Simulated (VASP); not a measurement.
# Cd (Fm-3m) in VASP: notebook

The runs below take Cd through single point, relaxation of cell and atoms, with PBE.

Program: VASP 6.6.1. These are calculated values, not measurements. Logs are shortened: lines on timing, memory, paths and dates and some standing lists are left out, and cuts for length are marked.

## (1) The cell of the first run

The structure is cubic, space group Fm-3m (No. 225). Conventional cell: a = 4.508 Å, b = 4.508 Å, c = 4.508 Å, α = 90.00°, β = 90.00°, γ = 90.00°. Cd (site symmetry m-3m) has 12 Cd at 3.19 Å within 4.2 Å.

## (2) Single point, PBE

Contents of INCAR:

```
SYSTEM = Cd
  PREC = Accurate
  ENCUT = 520
  EDIFF = 1E-7
  ISMEAR = -1
  SIGMA = 0.05
  LREAL = .FALSE.
  LASPH = .TRUE.
  NELM = 100
  ALGO = Normal
  ISIF = 2
  LWAVE = .FALSE.
  LCHARG = .TRUE.
  GGA = PE
  LELF = .TRUE.
  LVHAR = .TRUE.
  NBANDS = 12
```

Contents of KPOINTS:

```
regular mesh
0
G
  16 16 16
  0 0 0
```

Contents of POSCAR:

```
Cd
1.0
    0.0000000000      2.2538975784      2.2538975784
    2.2538975784      0.0000000000      2.2538975784
    2.2538975784      2.2538975784      0.0000000000
Cd
1
Direct
    0.0000000000      0.0000000000      0.0000000000
```

Potentials or basis: VASP PAW PBE potentials, release 64 (Cd).

On the command line:

```sh
$ cat potpaw_PBE.64/Cd/POTCAR > POTCAR
$ mpirun -np 1 vasp_std > vasp.out
```

OUTCAR:

```text
SYSTEM = Cd
   PREC = Accurate
   ENCUT = 520
   EDIFF = 1E-7
   ISMEAR = -1
   LREAL = .FALSE.
   LASPH = .TRUE.
   NELM = 100
   ISIF = 2
   GGA = PE

 ion  position               nearest neighbor table
   1  0.000  0.000  0.000-

  LATTYP: Found a face centered cubic cell.
 ALAT       =     4.5077951568

  Lattice vectors:

 A1 = (   0.0000000000,   2.2538975784,   2.2538975784)
 A2 = (   2.2538975784,   0.0000000000,   2.2538975784)
 A3 = (   2.2538975784,   2.2538975784,   0.0000000000)

Analysis of symmetry for initial positions (statically):
=====================================================================
 Subroutine PRICEL returns:
 Original cell was already a primitive cell.

 Routine SETGRP: Setting up the symmetry group for a
 face centered cubic supercell.

 Subroutine GETGRP returns: Found 48 space group operations
 (whereof 48 operations were pure point group operations)
 out of a pool of 48 trial point group operations.

The static configuration has the point symmetry O_h .

Analysis of symmetry for dynamics (positions and initial velocities):
=====================================================================
 Subroutine PRICEL returns:
 Original cell was already a primitive cell.

 Routine SETGRP: Setting up the symmetry group for a
 face centered cubic supercell.

 Subroutine GETGRP returns: Found 48 space group operations
 (whereof 48 operations were pure point group operations)
 out of a pool of 48 trial point group operations.

The dynamic configuration has the point symmetry O_h .

 Subroutine INISYM returns: Found 48 space group operations
 (whereof 48 operations are pure point group operations),
 and found     1 'primitive' translations

----------------------------------------------------------------------------------------

                                     Primitive cell

  volume of cell :      22.8998

  direct lattice vectors                    reciprocal lattice vectors
     0.000000000  2.253897578  2.253897578    -0.221837942  0.221837942  0.221837942
     2.253897578  0.000000000  2.253897578     0.221837942 -0.221837942  0.221837942
     2.253897578  2.253897578  0.000000000     0.221837942  0.221837942 -0.221837942

  length of vectors
     3.187492524  3.187492524  3.187492524     0.384234586  0.384234586  0.384234586

  position of ions in fractional coordinates (direct lattice)
     0.000000000  0.000000000  0.000000000

  ion indices of the primitive-cell ions
   primitive index   ion index
                 1           1

----------------------------------------------------------------------------------------

 KPOINTS: regular mesh

Automatic generation of k-mesh.
 Grid dimensions read from file:
 generate k-points for:   16   16   16

 Generating k-lattice:

  Cartesian coordinates                     Fractional coordinates (reciprocal lattice)
    -0.013864871  0.013864871  0.013864871     0.062500000  0.000000000  0.000000000
     0.013864871 -0.013864871  0.013864871     0.000000000  0.062500000  0.000000000
     0.013864871  0.013864871 -0.013864871     0.000000000  0.000000000  0.062500000

  Length of vectors
     0.024014662  0.024014662  0.024014662

  Shift w.r.t. Gamma in fractional coordinates (k-lattice)
     0.000000000  0.000000000  0.000000000

 Subroutine IBZKPT returns following result:
 ===========================================

 Found    145 irreducible k-points:

 Following reciprocal coordinates:
            Coordinates               Weight
  0.000000  0.000000  0.000000      1.000000
  0.062500  0.000000  0.000000      8.000000
  0.125000  0.000000  0.000000      8.000000
  0.187500  0.000000  0.000000      8.000000
  0.250000  0.000000  0.000000      8.000000
  0.312500  0.000000  0.000000      8.000000
[... 16 lines left out ...]
 -0.125000  0.062500  0.000000     24.000000
 -0.062500  0.062500  0.000000     12.000000
 [... further k-points ...]
   k-points           NKPTS =    145   k-points in BZ     NKDIM =    145   number of bands    NBANDS=     12
   number of dos      NEDOS =    301   number of ions     NIONS =      1
   total plane-waves  NPLWV =  13824
   dimension x,y,z NGX =    24 NGY =   24 NGZ =   24
   dimension x,y,z NGXF=    48 NGYF=   48 NGZF=   48
   ions per type =               1
   NGX,Y,Z   is equivalent  to a cutoff of  12.52, 12.52, 12.52 a.u.
   NGXF,Y,Z  is equivalent  to a cutoff of  25.03, 25.03, 25.03 a.u.
 SYSTEM =  Cd
   PREC   = accura    normal or accurate (medium, high low for compatibility)
   ISTART =      0    job   : 0-new  1-cont  2-samecut
   ICHARG =      2    charge: 1-file 2-atom 10-const
   ISPIN  =      1    spin polarized calculation?
   LNONCOLLINEAR =      F non collinear calculations
   LSORBIT =      F    spin-orbit coupling
   LASPH  =      T    aspherical Exc in radial PAW
   ENCUT  =  520.0 eV  38.22 Ry    6.18 a.u.   5.93  5.93  5.93*2*pi/ulx,y,z
   NELM   =    100;   NELMIN=  2; NELMDL= -5     # of ELM steps
   EDIFF  = 0.1E-06   stopping-criterion for ELM
   LREAL  =      F    real-space projection
   EDIFFG = 0.1E-05   stopping-criterion for IOM
   NSW    =      0    number of steps for IOM
   IBRION =     -1    ionic relax: 0-MD 1-quasi-New 2-CG
   NFREE  =      0    steps in history (QN), initial steepest desc. (CG)
   ISIF   =      2    stress and relaxation
   ISYM   =      2    0-nonsym 1-usesym 2-fastsym
   POTIM  = 0.5000    time-step for ionic-motion
   TEBEG  =    0.0;   TEEND  =   0.0 temperature during run
   PSTRESS=    0.0 pullay stress
   NELECT =      12.0000    total number of electrons
   NUPDOWN=      -1.0000    fix difference up-down
   EMIN   =  10.00;   EMAX   =-10.00  energy-range for DOS
   EFERMI =   0.00;   METHOD = LEGACY
   ISMEAR =    -1;   SIGMA  =   0.05  broadening in eV -4-tet -1-fermi 0-gaus
   EFERMI_NEDOS =   21; number of points for ismear=-14 and -15
   IALGO  =     38    algorithm
   IMIX   =      4    mixing-type and parameters
     AMIX     =   0.40;   BMIX     =  1.00
     AMIX_MAG =   1.60;   BMIX_MAG =  1.00
  volume/ion in A,a.u.               =      22.90       154.54
  Fermi-wavevector in a.u.,A,eV,Ry     =   1.319849  2.494154 23.701385  1.742003
  Thomas-Fermi vector in A             =   2.449718
   LORBIT       =      0    0 simple, 1 ext, 2 COOP (PROOUT), +10 PAW based schemes
   GGA     = PE    functional components
   LHFCALC =     F    Hartree Fock is set to
   AEXX    =    0.0000 exact exchange contribution
   IVDW    =     0    specifies the selected vdW correction
   LEPSILON=     F    determine dielectric tensor
   LRPA    =     F    only Hartree local field effects (RPA)
 non-spin polarized calculation
  energy-cutoff  :      520.00
  volume of cell :       22.90
 maximum number of plane-waves:       636
   NGX = 11   NGY = 11   NGZ = 11

 number of electron      11.9999992 magnetization

 Free energy of the ion-electron system (eV)
  ---------------------------------------------------
  ext. energy  EPLUGINS =         0.00000000
  ---------------------------------------------------
  free energy    TOTEN  =        -0.73846892 eV

  energy without entropy =       -0.73453997  energy(sigma->0) =       -0.73650445

 E-fermi :   2.4941     XC(G=0): -10.7342

 val. band max:        2.4903927512   @ k =   0.4375   0.0000   0.0000
 cond. band min:       2.5626367641   @ k =  -0.3125   0.3750   0.1250
 fundamental gap:      0.0722440129
 Fermi energy:         2.4940867563

 k-point     1 :       0.0000    0.0000    0.0000
  band No.  band energies     occupation
      1      -6.5129      2.00000
      2      -6.5129      2.00000
      3      -6.5129      2.00000
      4      -6.1051      2.00000
      5      -6.1051      2.00000
      6      -5.9386      2.00000
      7      16.2233      0.00000
      8      16.9756      0.00000
      9      16.9756      0.00000
     10      16.9756      0.00000
     11      20.2758      0.00000
     12      20.2758      0.00000

 k-point     2 :       0.0625    0.0000    0.0000
  band No.  band energies     occupation
      1      -6.5220      2.00000
      2      -6.4979      2.00000
      3      -6.4979      2.00000
      4      -6.1086      2.00000
      5      -6.1086      2.00000
      6      -5.8405      2.00000
      7      15.4103      0.00000
      8      16.4247      0.00000
      9      16.8081      0.00000
     10      16.8081      0.00000
     11      20.5626      0.00000
     12      20.5626      0.00000

 k-point     3 :       0.1250    0.0000    0.0000
  band No.  band energies     occupation
      1      -6.5600      2.00000
      2      -6.4609      2.00000
      3      -6.4609      2.00000
      4      -6.1124      2.00000
      5      -6.1124      2.00000
      6      -5.5327      2.00000
      7      13.1664      0.00000
      8      16.3828      0.00000
      9      16.4238      0.00000
     10      16.4238      0.00000
     11      20.6799      0.00000
     12      21.2528      0.00000
[... 286 lines left out ...]
 k-point    23 :      -0.1250    0.0625    0.0000
  band No.  band energies     occupation
      1      -6.5740      2.00000
      2      -6.4442      2.00000
      3      -6.4362      2.00000
      4      -6.1515      2.00000
      5      -6.0921      2.00000
      6      -5.2797      2.00000
      7      12.4534      0.00000
      8      14.2337      0.00000
      9      17.0250      0.00000
     10      17.3862      0.00000
     11      19.7162      0.00000
     12      20.7760      0.00000

 k-point    24 :      -0.0625    0.0625    0.0000
  band No.  band energies     occupation
      1      -6.5369      2.00000
      2      -6.4784      2.00000
      3      -6.4735      2.00000
      4      -6.1314      2.00000
      5      -6.1010      2.00000
      6      -5.6677      2.00000
      7      14.7398      0.00000
      8      14.8274      0.00000
      9      16.8227      0.00000
     10      17.3079      0.00000
     11      20.3234      0.00000
     12      20.3832      0.00000

 [... further k-points ...]

------------------------ aborting loop because EDIFF is reached ----------------------------------------

  FORCE on cell =-STRESS in cart. coord.  units (eV):
  Direction    XX          YY          ZZ          XY          YZ          ZX
  --------------------------------------------------------------------------------------
  -------------------------------------------------------------------------------------
  Total        0.0336537      0.0336537      0.0336537      0.0000000      0.0000000      0.0000000
  in kB        2.3545650      2.3545650      2.3545650      0.0000000      0.0000000      0.0000000
  external PRESSURE =       2.3545650 kB  Pullay stress =       0.0000000 kB

 VOLUME and BASIS-vectors are now :
 -----------------------------------------------------------------------------
  energy-cutoff  :      520.00
  volume of cell :       22.90
      direct lattice vectors                 reciprocal lattice vectors
     0.000000000  2.253897578  2.253897578    -0.221837942  0.221837942  0.221837942
     2.253897578  0.000000000  2.253897578     0.221837942 -0.221837942  0.221837942
     2.253897578  2.253897578  0.000000000     0.221837942  0.221837942 -0.221837942

 POSITION                                       TOTAL-FORCE (eV/Angst)
 -----------------------------------------------------------------------------------
      0.00000      0.00000      0.00000         0.000000      0.000000     -0.000000
 -----------------------------------------------------------------------------------
    total drift:                                0.000000      0.000000      0.000000

  FREE ENERGIE OF THE ION-ELECTRON SYSTEM (eV)
  ---------------------------------------------------
  free  energy   TOTEN  =        -0.7384689245 eV

  energy  without entropy=       -0.7345399740  energy(sigma->0) =       -0.73650445
```

It took 18 s on 1 thread of Intel Xeon Platinum 8259CL at 2.50GHz (Skylake/Cascade Lake), shared host; peak memory 0.16 GiB.

Results:

* Free energy: -0.7385 eV
* Pressure: 0.2 GPa
* Band gap on the k mesh: zero (band 6 reaches 4.35 eV, above the bottom of band 7 at 1.11 eV)

Levels at points of the mesh, in eV from the Fermi level:
| k point | band 2 | band 3 | band 4 | band 5 | band 6 | band 7 | band 8 | band 9 | band 10 | band 11 |
| --- | --- | --- | --- | --- | --- | --- | --- | --- | --- | --- |
| (0.00, 0.00, 0.00) | -9.01 | -9.01 | -8.60 | -8.60 | -8.43 | 13.73 | 14.48 | 14.48 | 14.48 | 17.78 |
| (0.50, 0.00, 0.00) | -9.00 | -9.00 | -8.26 | -8.26 | -2.13 | -1.39 | 12.12 | 12.12 | 12.85 | 15.95 |
| (0.50, 0.50, 0.00) | -9.51 | -8.28 | -8.17 | -8.17 | -0.68 | 1.22 | 6.63 | 6.63 | 10.71 | 10.73 |

## (3) Relaxation of cell and atoms, PBE

Contents of INCAR:

```
PREC = Accurate
ENCUT = 600
EDIFF = 1E-6
ISMEAR = -1
SIGMA = 0.05
LREAL = False
LASPH = True
NELM = 80
ALGO = Normal
ISIF = 3
LWAVE = False
LCHARG = False
GGA = PE
IBRION = 2
NSW = 45
EDIFFG = -0.005
```

Contents of KPOINTS:

```
regular mesh
0
Gamma
  16 16 16
```

POSCAR is that of step 2.

Potentials or basis: VASP PAW PBE potentials, release 64 (Cd).

On the command line:

```sh
$ cat potpaw_PBE.64/Cd/POTCAR > POTCAR
$ mpirun -np 1 vasp_std > vasp.out
```

OUTCAR:

```text
PREC = Accurate
   ENCUT = 600
   EDIFF = 1E-6
   ISMEAR = -1
   LREAL = False
   LASPH = True
   NELM = 80
   ISIF = 3
   GGA = PE
   IBRION = 2
   NSW = 45
   EDIFFG = -0.005

 ion  position               nearest neighbor table
   1  0.000  0.000  0.000-

  LATTYP: Found a face centered cubic cell.
 ALAT       =     4.5077951568

  Lattice vectors:

 A1 = (   0.0000000000,   2.2538975784,   2.2538975784)
 A2 = (   2.2538975784,   0.0000000000,   2.2538975784)
 A3 = (   2.2538975784,   2.2538975784,   0.0000000000)

Analysis of symmetry for initial positions (statically):
=====================================================================
 Subroutine PRICEL returns:
 Original cell was already a primitive cell.

 Routine SETGRP: Setting up the symmetry group for a
 face centered cubic supercell.

 Subroutine GETGRP returns: Found 48 space group operations
 (whereof 48 operations were pure point group operations)
 out of a pool of 48 trial point group operations.

The static configuration has the point symmetry O_h .

Analysis of symmetry for dynamics (positions and initial velocities):
[... 209 lines left out ...]

 k-point     1 :       0.0000    0.0000    0.0000
  band No.  band energies     occupation
      1      -6.5261      2.00000
      2      -6.5261      2.00000
      3      -6.5261      2.00000
      4      -6.1208      2.00000
      5      -6.1208      2.00000
      6      -5.9382      2.00000
      7      16.1936      0.00000
      8      16.9285      0.00000
      9      16.9285      0.00000
     10      16.9285      0.00000
[... 287 lines left out ...]
 k-point    24 :      -0.0625    0.0625    0.0000
  band No.  band energies     occupation
      1      -6.5500      2.00000
      2      -6.4918      2.00000
      3      -6.4868      2.00000
      4      -6.1470      2.00000
      5      -6.1165      2.00000
      6      -5.6682      2.00000
      7      14.7014      0.00000
      8      14.7840      0.00000
      9      16.7848      0.00000
     10      17.2589      0.00000

 [... further k-points ...]

------------------------ aborting loop because EDIFF is reached ----------------------------------------

  FORCE on cell =-STRESS in cart. coord.  units (eV):
  Direction    XX          YY          ZZ          XY          YZ          ZX
  --------------------------------------------------------------------------------------
  -------------------------------------------------------------------------------------
  Total        0.0032475      0.0032475      0.0032475      0.0000000     -0.0000000      0.0000000
  in kB        0.2265756      0.2265756      0.2265756      0.0000000     -0.0000000      0.0000000
  external PRESSURE =       0.2265756 kB  Pullay stress =       0.0000000 kB

 VOLUME and BASIS-vectors are now :
 -----------------------------------------------------------------------------
  energy-cutoff  :      600.00
  volume of cell :       22.96
      direct lattice vectors                 reciprocal lattice vectors
     0.000000000  2.255999276  2.255999276    -0.221631277  0.221631277  0.221631277
     2.255999276  0.000000000  2.255999276     0.221631277 -0.221631277  0.221631277
     2.255999276  2.255999276  0.000000000     0.221631277  0.221631277 -0.221631277

 POSITION                                       TOTAL-FORCE (eV/Angst)
 -----------------------------------------------------------------------------------
      2.25600      2.25600      4.51200        -0.000000      0.000000      0.000000
 -----------------------------------------------------------------------------------
    total drift:                                0.000000     -0.000000      0.000000

  FREE ENERGIE OF THE ION-ELECTRON SYSTEM (eV)
  ---------------------------------------------------
  free  energy   TOTEN  =        -0.7381110546 eV

  energy  without entropy=       -0.7341948357  energy(sigma->0) =       -0.73615295

 reached required accuracy - stopping structural energy minimisation
```

Run time: 47 s. Hardware: 1 thread of Intel Xeon Platinum 8259CL at 2.50GHz (Skylake/Cascade Lake), shared host; peak memory 0.19 GiB.

Results:

```
Free energy                            : -0.7381 eV
Relaxed volume                         : 22.96 Å³/atom
Relaxed cell                           : a = 3.190 Å, b = 3.190 Å, c = 3.190 Å, α = 60.00°, β = 60.00°, γ = 60.00°
Space group after relaxing (to 0.05 Å) : Fm-3m (No. 225)
Energy gained by relaxing              : 0.0 meV/atom
Ionic steps                            : 2
Pressure after relaxing                : 0.0 GPa
Band gap on the k mesh                 : zero (band 6 reaches 4.32 eV, above the bottom of band 7 at 1.08 eV)
```

Final structure:
```xyz
1
Lattice="0.0000 2.2560 2.2560 2.2560 0.0000 2.2560 2.2560 2.2560 0.0000" Properties=species:S:1:pos:R:3 pbc="T T T"
Cd    2.2560    2.2560    4.5120
```

## (4) Relaxation of cell and atoms, PBE

This run uses another cell than the first one, of 23.11 Å³/atom, 1.009 times its volume.

Contents of INCAR:

```
SYSTEM = Cd
ALGO = Normal
EDIFF = 1E-7
EDIFFG = -0.005
ENCUT = 600
GGA = PE
IBRION = 2
ISIF = 3
ISMEAR = -1
LASPH = .True.
LCHARG = .False.
LREAL = .False.
LWAVE = .False.
NELM = 100
NSW = 60
PREC = Accurate
SIGMA = 0.05
```

Contents of KPOINTS:

```
k-points
0
Gamma
  16 16 16
  0 0 0
```

Contents of POSCAR:

```
Cd
1.0
    0.0000000000      2.2606409543      2.2606409543
    2.2606409543      0.0000000000      2.2606409543
    2.2606409543      2.2606409543      0.0000000000
Cd
1
Direct
    0.0000000000      0.0000000000      0.0000000000
```

On the command line:

```sh
$ cat potpaw_PBE.64/Cd/POTCAR > POTCAR
$ mpirun -np 1 vasp_std > vasp.out
```

It took 61 s on 1 thread of Intel Xeon Platinum 8259CL at 2.50GHz (Skylake/Cascade Lake), shared host; peak memory 0.19 GiB.

Results (log left out):

- Free energy: -0.7382 eV
- Relaxed volume: 22.99 Å³/atom
- Relaxed cell: a = 3.192 Å, b = 3.192 Å, c = 3.192 Å, α = 60.00°, β = 60.00°, γ = 60.00°
- Space group after relaxing (to 0.05 Å): Fm-3m (No. 225)
- Energy gained by relaxing: 0.1 meV/atom
- Ionic steps: 2
- Pressure after relaxing: 0.0 GPa
- Band gap on the k mesh: zero (band 6 reaches 4.30 eV, above the bottom of band 7 at 1.07 eV)

Final structure:
```cif
data_structure
_symmetry_space_group_name_H-M 'P 1'
_symmetry_Int_Tables_number 1
_cell_length_a 3.1919
_cell_length_b 3.1919
_cell_length_c 3.1919
_cell_angle_alpha 60.000
_cell_angle_beta 60.000
_cell_angle_gamma 60.000
_cell_volume 22.99
loop_
_atom_site_label
_atom_site_type_symbol
_atom_site_fract_x
_atom_site_fract_y
_atom_site_fract_z
_atom_site_occupancy
Cd1 Cd 0.00000 0.00000 0.00000 1
```

Levels at points of the mesh, in eV from the Fermi level:
```csv
k point,band 2,band 3,band 4,band 5,band 6,band 7,band 8,band 9,band 10
"(0.00, 0.00, 0.00)",-9.00,-9.00,-8.59,-8.59,-8.40,13.72,14.44,14.44,14.44
"(0.50, 0.00, 0.00)",-8.99,-8.99,-8.26,-8.26,-2.11,-1.39,12.09,12.09,12.84
"(0.50, 0.50, 0.00)",-9.49,-8.28,-8.17,-8.17,-0.66,1.20,6.62,6.62,10.68
```

## (5) Overview

| task | cell | cutoff (eV) | gap on the mesh (eV) | pressure (GPa) | relaxed volume (Å³/atom) |
| --- | --- | --- | --- | --- | --- |
| single point | a = 3.187 Å, angles 60.0°, 1 atom | 520 | none | 0.2 | - |
| relaxation of cell and atoms | relaxed from a = 3.187 Å, angles 60.0°, 1 atom | 600 | none | 0.0 | 22.96 |
| relaxation of cell and atoms | relaxed from a = 3.197 Å, angles 60.0°, 1 atom | 600 | none | 0.0 | 22.99 |

Alike in all rows: level PBE; potentials or basis VASP PAW PBE potentials, release 64 (Cd); no spin polarisation; k mesh 16 × 16 × 16; smearing fermi-dirac 0.05 eV.

Absolute energies hang on the potentials; compare differences alone.
